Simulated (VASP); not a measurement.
A run of VASP 6.6.1:

Contents of INCAR:

```
ALGO = Normal ; EDIFF = 1E-6
ENCUT = 520 ; GGA = PS
ISIF = 2 ; ISMEAR = 0
LASPH = True ; LCHARG = False
LREAL = False ; LWAVE = False
NBANDS = 24 ; NELM = 60
PREC = Accurate ; SIGMA = 0.1
```

Contents of KPOINTS:

```
k-points
0
Gamma
  18 18 18
```

The input POSCAR:

```
NaTiO2
1.0
    1.4628782024      0.8445931239      5.4117438239
   -1.4628782024      0.8445931239      5.4117438239
    0.0000000000     -1.6891862479      5.4117438239
Na Ti O
1 1 2
Direct
    0.0000000000      0.0000000000      0.0000000000
    0.5000000000      0.5000000000      0.5000000000
    0.7625206468      0.7625206468      0.7625206468
    0.2374793532      0.2374793532      0.2374793532
```

Potentials or basis: VASP PAW PBE potentials, release 64 (Na_pv, Ti_sv, O).

Launch:

```sh
$ cat potpaw_PBE.64/Na_pv/POTCAR potpaw_PBE.64/Ti_sv/POTCAR potpaw_PBE.64/O/POTCAR > POTCAR
$ mpirun -np 1 vasp_std > vasp.out
```

Hardware: 1 thread of Intel(R) Xeon(R) 6975P-C (Granite Rapids), with other jobs on the host.

Question: How long does it take, and how much memory?

Answer: It took 14 min on 1 thread of Intel(R) Xeon(R) 6975P-C (Granite Rapids) (shared host), peak memory 0.67 GiB. Counts: scf iterations 15, k points 580.
